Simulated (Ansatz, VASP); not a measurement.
# Al2Cl2F: VASP beside Ansatz

```xyz
5
Lattice="5.4074 0.0000 0.0000 -2.7037 4.6830 0.0000 0.0000 0.0000 7.0327" Properties=species:S:1:pos:R:3 pbc="T T T"
Al    0.0000    0.0000    1.7569
Al    0.0000    0.0000    5.2758
Cl    0.0000    3.1220    3.5163
Cl    2.7037    1.5610    3.5163
F     0.0000    0.0000    3.5163
```

Alike in both runs: functional PBE; k mesh 12 × 12 × 6; occupations gaussian, width 0.1 eV; no spin polarisation.

Ansatz relaxed the structure, and its values are those at the end. VASP's run is a single point on that final structure, the one shown.

|  | VASP | Ansatz |
| --- | --- | --- |
| version | VASP 6.6.1 | Ansatz 0.2.0 |
| potentials or method | VASP PAW PBE potentials, release 64 (Al, Cl, F), cutoff 520 eV | scalar-relativistic, plane waves, PAW |
| valence electrons in the cell | 27 | 27 |

```csv
,VASP,Ansatz,Ansatz less VASP
gap on the k mesh at the Fermi level (eV),none,none,-
pressure (GPa),0.0,0.0,+0.04
rms of the force components (eV/Å),0.004,0.001,-0.0029
```

A gap of «none» marks a metal or a gap that the smearing closes.
